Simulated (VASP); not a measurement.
Here is a VASP 6.6.1 calculation.

Contents of INCAR:

```
PREC = Accurate
ENCUT = 520
EDIFF = 1E-6
ISMEAR = -1
SIGMA = 0.01
LREAL = False
LASPH = True
NELM = 100
ALGO = Normal
ISIF = 2
LWAVE = False
LCHARG = False
GGA = PE
NBANDS = 28
```

KPOINTS

```
regular mesh
0
Gamma
  6 6 6
```

File POSCAR:

```
BaTiO3
1.0
    3.9810223105      0.0000000000      0.0000000000
    0.0000000000      3.9810223105      0.0000000000
    0.0000000000      0.0000000000      3.9810223105
Ba Ti O
1 1 3
Direct
    0.5000000000      0.5000000000      0.5000000000
    0.0000000000      0.0000000000      0.0000000000
    0.5000000000      0.0000000000      0.0000000000
    0.0000000000      0.5000000000      0.0000000000
    0.0000000000      0.0000000000      0.5000000000
```

Potentials or basis: VASP PAW PBE potentials, release 64 (Ba_sv, Ti_sv, O).

Run with:

```bash
$ cat potpaw_PBE.64/Ba_sv/POTCAR potpaw_PBE.64/Ti_sv/POTCAR potpaw_PBE.64/O/POTCAR > POTCAR
$ mpirun -np 1 vasp_std > vasp.out
```

Problem. What does it give for the band gap on the k mesh?

Solution. 1.78 eV (least direct gap 1.91 eV).

Problem. Predict the pressure.

Solution. 6.9 GPa.

Caveat: the cell stands under pressure; spin-orbit coupling is left out, which moves the levels of the heavy elements. A k mesh can miss the band edges.
